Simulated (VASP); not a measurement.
# Ti (I4/mmm) in VASP: further runs

Ti is run at these levels: PBE; tasks: single point.

All numbers are computed with VASP 6.6.1; they aren't measurements. Logs are shortened: lines on timing, memory, paths and dates and some standing lists are left out, and cuts for length are marked.

### Step 1. The cell of the first run

It takes space group I4/mmm (No. 139, tetragonal). Conventional cell: a = 3.282 Å, b = 3.282 Å, c = 3.216 Å, α = 90.00°, β = 90.00°, γ = 90.00°. Within 3.7 Å of Ti (site symmetry 4/mmm) lie 14 Ti at 2.82 to 3.28 Å.

### Step 2. Single point, PBE (strain -0.0200 x Voigt [1, 0, 0, 0, 0, 0])

The input, INCAR:

```
PREC = Accurate
ENCUT = 520
EDIFF = 1E-7
ISMEAR = 0
SIGMA = 0.15
LREAL = False
LASPH = True
NELM = 60
ALGO = Normal
ISIF = 2
LWAVE = False
LCHARG = False
GGA = PE
NBANDS = 12
```

The input, KPOINTS:

```
regular mesh
0
Gamma
  20 20 20
```

The input, POSCAR:

```
Ti
1.0
   -1.6081800000      1.6410000000      1.6410000000
    1.6081800000     -1.6410000000      1.6410000000
    1.6081800000      1.6410000000     -1.6410000000
Ti
1
Direct
    0.0000000000      0.0000000000      0.0000000000
```

Potentials or basis: VASP PAW PBE potentials, release 64 (Ti_sv).

Run with:

```sh
$ cat potpaw_PBE.64/Ti_sv/POTCAR > POTCAR
$ mpirun -np 1 vasp_std > vasp.out
```

OUTCAR:

```text
PREC = Accurate
   ENCUT = 520
   EDIFF = 1E-7
   ISMEAR = 0
   LREAL = False
   LASPH = True
   NELM = 60
   ISIF = 2
   GGA = PE

 ion  position               nearest neighbor table
   1  0.000  0.000  0.000-

  LATTYP: Found a body centered tetragonal cell.
 ALAT       =     3.2820000000
 C/A-ratio  =     0.9800000000

  Lattice vectors:

 A1 = (  -1.6081800000,   1.6410000000,  -1.6410000000)
 A2 = (  -1.6081800000,  -1.6410000000,   1.6410000000)
 A3 = (   1.6081800000,   1.6410000000,   1.6410000000)

Analysis of symmetry for initial positions (statically):
=====================================================================
 Subroutine PRICEL returns:
 Original cell was already a primitive cell.

 Routine SETGRP: Setting up the symmetry group for a
 body centered tetragonal supercell.

 Subroutine GETGRP returns: Found 16 space group operations
 (whereof 16 operations were pure point group operations)
 out of a pool of 16 trial point group operations.

The static configuration has the point symmetry D_4h.

Analysis of symmetry for dynamics (positions and initial velocities):
=====================================================================
 Subroutine PRICEL returns:
 Original cell was already a primitive cell.

 Routine SETGRP: Setting up the symmetry group for a
 body centered tetragonal supercell.

 Subroutine GETGRP returns: Found 16 space group operations
 (whereof 16 operations were pure point group operations)
 out of a pool of 16 trial point group operations.

The dynamic configuration has the point symmetry D_4h.

 Subroutine INISYM returns: Found 16 space group operations
 (whereof 16 operations are pure point group operations),
 and found     1 'primitive' translations

----------------------------------------------------------------------------------------

                                     Primitive cell

  volume of cell :      17.3225

  direct lattice vectors                    reciprocal lattice vectors
    -1.608180000  1.641000000  1.641000000     0.000000000  0.304692261  0.304692261
     1.608180000 -1.641000000  1.641000000     0.310910470  0.000000000  0.304692261
     1.608180000  1.641000000 -1.641000000     0.310910470  0.304692261  0.000000000

  length of vectors
     2.823473909  2.823473909  2.823473909     0.430899928  0.435319072  0.435319072

  position of ions in fractional coordinates (direct lattice)
     0.000000000  0.000000000  0.000000000

  ion indices of the primitive-cell ions
   primitive index   ion index
[... 82 lines left out ...]
   TEBEG  =    0.0;   TEEND  =   0.0 temperature during run
   PSTRESS=    0.0 pullay stress
   NELECT =      12.0000    total number of electrons
   NUPDOWN=      -1.0000    fix difference up-down
   EMIN   =  10.00;   EMAX   =-10.00  energy-range for DOS
   EFERMI =   0.00;   METHOD = LEGACY
   ISMEAR =     0;   SIGMA  =   0.15  broadening in eV -4-tet -1-fermi 0-gaus
   EFERMI_NEDOS =   21; number of points for ismear=-14 and -15
   IALGO  =     38    algorithm
   IMIX   =      4    mixing-type and parameters
     AMIX     =   0.40;   BMIX     =  1.00
     AMIX_MAG =   1.60;   BMIX_MAG =  1.00
  volume/ion in A,a.u.               =      17.32       116.90
  Fermi-wavevector in a.u.,A,eV,Ry     =   1.448543  2.737349 28.548779  2.098276
  Thomas-Fermi vector in A             =   2.566372
   LORBIT       =      0    0 simple, 1 ext, 2 COOP (PROOUT), +10 PAW based schemes
   GGA     = PE    functional components
   LHFCALC =     F    Hartree Fock is set to
   AEXX    =    0.0000 exact exchange contribution
   IVDW    =     0    specifies the selected vdW correction
   LEPSILON=     F    determine dielectric tensor
   LRPA    =     F    only Hartree local field effects (RPA)
 non-spin polarized calculation
 Gauss-broadening in eV      SIGMA  =   0.15
  energy-cutoff  :      520.00
  volume of cell :       17.32
 maximum number of plane-waves:       482
 NGX is ok and might be reduce to    24
   NGX = 11   NGY = 11   NGZ = 11

 number of electron      11.9999998 magnetization

 Free energy of the ion-electron system (eV)
  ---------------------------------------------------
  ext. energy  EPLUGINS =         0.00000000
  ---------------------------------------------------
  free energy    TOTEN  =        -7.73772016 eV

  energy without entropy =       -7.71140093  energy(sigma->0) =       -7.72456054

 E-fermi :   8.1156     XC(G=0): -11.5062

 val. band max:        8.1147763110   @ k =  -0.2000   0.3500   0.0000
 cond. band min:       8.1165514259   @ k =   0.3500  -0.3000   0.0500
 fundamental gap:      0.0017751148
 Fermi energy:         8.1155528402

 k-point     1 :       0.0000    0.0000    0.0000
  band No.  band energies     occupation
      1     -48.4130      2.00000
      2     -24.2674      2.00000
      3     -24.2661      2.00000
      4     -24.2661      2.00000
      5       2.1542      2.00000
      6       9.0085      0.00000
      7       9.1551      0.00000
      8       9.1551      0.00000
      9      10.7775      0.00000
     10      10.9496      0.00000
     11      25.4237      0.00000
     12      25.4237      0.00000
[... 331 lines left out ...]
 k-point    24 :       0.1000    0.1000   -0.0000
  band No.  band energies     occupation
      1     -48.3780      2.00000
      2     -24.4518      2.00000
      3     -24.3111      2.00000
      4     -24.2817      2.00000
      5       3.1300      2.00000
      6       8.7206      0.00000
      7       8.8282      0.00000
      8       9.8733      0.00000
      9      10.4483      0.00000
     10      10.9784      0.00000
     11      24.0133      0.00000
     12      24.7712      0.00000

 [... further k-points ...]

------------------------ aborting loop because EDIFF is reached ----------------------------------------

  FORCE on cell =-STRESS in cart. coord.  units (eV):
  Direction    XX          YY          ZZ          XY          YZ          ZX
  --------------------------------------------------------------------------------------
  -------------------------------------------------------------------------------------
  Total       -0.1045148     -0.0436353     -0.0436353      0.0000000      0.0000000      0.0000000
  in kB       -9.6666619     -4.0358688     -4.0358688      0.0000000      0.0000000      0.0000000
  external PRESSURE =      -5.9127998 kB  Pullay stress =       0.0000000 kB

 VOLUME and BASIS-vectors are now :
 -----------------------------------------------------------------------------
  energy-cutoff  :      520.00
  volume of cell :       17.32
      direct lattice vectors                 reciprocal lattice vectors
    -1.608180000  1.641000000  1.641000000     0.000000000  0.304692261  0.304692261
     1.608180000 -1.641000000  1.641000000     0.310910470  0.000000000  0.304692261
     1.608180000  1.641000000 -1.641000000     0.310910470  0.304692261  0.000000000

 POSITION                                       TOTAL-FORCE (eV/Angst)
 -----------------------------------------------------------------------------------
      0.00000      0.00000      0.00000         0.000000     -0.000000      0.000000
 -----------------------------------------------------------------------------------
    total drift:                                0.000000      0.000000     -0.000000

  FREE ENERGIE OF THE ION-ELECTRON SYSTEM (eV)
  ---------------------------------------------------
  free  energy   TOTEN  =        -7.7377201565 eV

  energy  without entropy=       -7.7114009262  energy(sigma->0) =       -7.72456054
```

OSZICAR:

```text
N       E                     dE             d eps       ncg     rms          rms(c)
DAV:   1     0.870024542462E+02    0.87002E+02   -0.65446E+03 15432   0.120E+03
DAV:   2    -0.444050607549E+01   -0.91443E+02   -0.89070E+02 15728   0.298E+02
DAV:   3    -0.867332176419E+01   -0.42328E+01   -0.41825E+01 21056   0.652E+01
DAV:   4    -0.876980206810E+01   -0.96480E-01   -0.96309E-01 17376   0.857E+00
DAV:   5    -0.877230258716E+01   -0.25005E-02   -0.25004E-02 18016   0.119E+00    0.829E+00
DAV:   6    -0.773008767154E+01    0.10422E+01   -0.24723E+00 16644   0.223E+01    0.209E+00
DAV:   7    -0.772763165348E+01    0.24560E-02   -0.70658E-02 18360   0.282E+00    0.126E+00
DAV:   8    -0.773725082659E+01   -0.96192E-02   -0.35097E-02 16136   0.215E+00    0.982E-02
DAV:   9    -0.773769832705E+01   -0.44750E-03   -0.25785E-03 18544   0.475E-01    0.778E-02
DAV:  10    -0.773774691346E+01   -0.48586E-04   -0.22795E-04 16148   0.166E-01    0.144E-02
DAV:  11    -0.773771912758E+01    0.27786E-04   -0.22096E-05 18324   0.726E-02    0.645E-03
DAV:  12    -0.773771972478E+01   -0.59720E-06   -0.10982E-06 19444   0.128E-02    0.880E-04
DAV:  13    -0.773772022088E+01   -0.49610E-06   -0.28760E-07 18844   0.330E-03    0.191E-03
DAV:  14    -0.773772015653E+01    0.64342E-07   -0.44451E-08 10024   0.234E-03
   1 F= -.77377202E+01 E0= -.77245605E+01  d E =-.263192E-01
```

Run time: 2.4 min. Hardware: 1 thread of Intel Xeon 8259CL, shared host; peak memory 0.25 GiB.

What came out:

```
Free energy            : -7.7377 eV
Pressure               : -0.6 GPa
Band gap on the k mesh : zero (band 6 reaches 9.08 eV, above the bottom of band 7 at 7.46 eV)
```

Stress tensor (GPa, compression positive):
```
-0.97  0.00  0.00
 0.00 -0.40  0.00
 0.00  0.00 -0.40
```

Levels at points of the mesh, in eV from the Fermi level:
| k point | band 4 | band 5 | band 6 | band 7 | band 8 | band 9 |
| --- | --- | --- | --- | --- | --- | --- |
| (0.00, 0.00, 0.00) | -32.38 | -5.96 | 0.89 | 1.04 | 1.04 | 2.66 |
| (0.50, 0.00, 0.00) | -32.38 | -2.46 | -0.28 | 1.05 | 2.63 | 3.04 |
| (0.00, 0.50, 0.00) | -32.39 | -2.46 | -0.46 | 1.19 | 2.78 | 3.13 |
| (0.50, 0.50, 0.50) | -32.83 | -2.14 | -2.09 | 3.91 | 3.91 | 3.95 |

Caveat: the cell differs from its parent crystal (strain -0.0200 x Voigt [1, 0, 0, 0, 0, 0]).

### Step 3. Single point, PBE (strain -0.0100 x Voigt [1, 0, 0, 0, 0, 0])

The input, INCAR:

```
SYSTEM = Ti
ALGO = Normal ; EDIFF = 1E-6
ENCUT = 520 ; GGA = PE
ISIF = 2 ; ISMEAR = 0
LASPH = .True. ; LCHARG = .False.
LREAL = .False. ; LWAVE = .False.
NBANDS = 12 ; NELM = 80
PREC = Accurate ; SIGMA = 0.15
```

The input, KPOINTS:

```
k-points
0
Gamma
  20 20 20
  0 0 0
```

The input, POSCAR:

```
Ti
1.0
   -1.6245900000      1.6410000000      1.6410000000
    1.6245900000     -1.6410000000      1.6410000000
    1.6245900000      1.6410000000     -1.6410000000
Ti
1
Direct
    0.0000000000      0.0000000000      0.0000000000
```

Potentials or basis: VASP PAW PBE potentials, release 64 (Ti_sv).

Run with:

```sh
$ cat potpaw_PBE.64/Ti_sv/POTCAR > POTCAR
$ mpirun -np 1 vasp_std > vasp.out
```

It took 1.8 min on 1 thread of Intel Xeon 8259CL, shared host; peak memory 0.25 GiB.

The run converged. Its results:

- Free energy: -7.7363 eV
- Pressure: -1.6 GPa
- Band gap on the k mesh: zero (band 6 reaches 8.99 eV, above the bottom of band 7 at 7.36 eV)

Stress tensor (GPa, compression positive):
```
-1.81  0.00  0.00
 0.00 -1.53  0.00
 0.00  0.00 -1.53
```

Levels at points of the mesh, in eV from the Fermi level:
```
           k point  band 3  band 4  band 5  band 6  band 7  band 8  band 9  band 10
(0.00, 0.00, 0.00)  -32.41  -32.41   -5.94    0.93    1.00    1.00    2.68     2.76
(0.50, 0.00, 0.00)  -32.62  -32.41   -2.43   -0.33    1.07    2.65    3.03     4.22
(0.00, 0.50, 0.00)  -32.62  -32.42   -2.43   -0.42    1.14    2.73    3.07     4.23
(0.50, 0.50, 0.50)  -32.87  -32.86   -2.09   -2.06    3.87    3.87    3.89     8.22
```

Caveat: the cell differs from its parent crystal (strain -0.0100 x Voigt [1, 0, 0, 0, 0, 0]).

[end of part 1 of 2]
